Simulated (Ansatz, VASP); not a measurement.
# Two plane-wave programs on SiGe

Contents of INCAR:

```
PREC = Accurate ; ENCUT = 520
EDIFF = 1E-7 ; ISMEAR = 0
SIGMA = 0.03 ; LREAL = F
LASPH = T ; NELM = 100
ALGO = Normal ; ISIF = 2
LWAVE = F ; LCHARG = F
GGA = PS ; NBANDS = 26
```

Contents of KPOINTS:

```
Automatic mesh
0
Gamma
  12 12 6
```

File POSCAR:

```
SiGe
1.0
    3.8654920470      0.0000000000      0.0000000000
   -1.9327460235      3.3476143109      0.0000000000
    0.0000000000      0.0000000000      6.3853843130
Si Ge
2 2
Direct
    0.6666666667      0.3333333333      0.8745463082
    0.3333333333      0.6666666667      0.3745463082
    0.6666666667      0.3333333333      0.5237332063
    0.3333333333      0.6666666667      0.0237332063
```

Input for Ansatz:

```yaml
crystal:
  lattice:
    - [3.865492047, 0.0, 0.0]
    - [-1.9327460235, 3.3476143109, 0.0]
    - [0.0, 0.0, 6.385384313]
  atoms:
    - { symbol: Si, position: [0.6666666667, 0.3333333333, 0.8745463082] }
    - { symbol: Si, position: [0.3333333333, 0.6666666667, 0.3745463082] }
    - { symbol: Ge, position: [0.6666666667, 0.3333333333, 0.5237332063] }
    - { symbol: Ge, position: [0.3333333333, 0.6666666667, 0.0237332063] }
basis:
  ecutwfc: 420
kpoints:
  mp_grid: { grid: [12, 12, 6] }
hamiltonian:
  xc: pbesol
  pseudopotentials: { kind: paw, azcp: { folder: soft_1 } }
scf:
  occupations: { method: gaussian, width: 0.03 }
output:
  forces: true
  stress: true
  eigenvalues: true
```

Alike in both runs: task single point; functional PBEsol; k mesh 12 × 12 × 6; occupations gaussian, width 0.03 eV; no spin polarisation.

|  | VASP | Ansatz |
| --- | --- | --- |
| version | VASP 6.6.1 | Ansatz 0.2.0 |
| potentials or method | VASP PAW PBE potentials, release 64 (Si, Ge_d), cutoff 520 eV | scalar-relativistic, plane waves, PAW |
| valence electrons in the cell | 36 | 36 |

```tsv
	VASP	Ansatz	Ansatz less VASP
gap on the k mesh at the Fermi level (eV)	none	none	-
pressure (GPa)	2.9	3.0	+0.03
traceless stress, the component that is largest in VASP (GPa)	7.87	7.92	+0.041
rms of the force components (eV/Å)	1.318	1.321	+0.0034
```

VASP's potentials were made for PBE, not for PBEsol, and Ansatz warns of the same on its side. Atom by atom the forces differ by 0.003 eV/Å (rms over components). A gap of «none» marks a metal or a gap that the smearing closes.
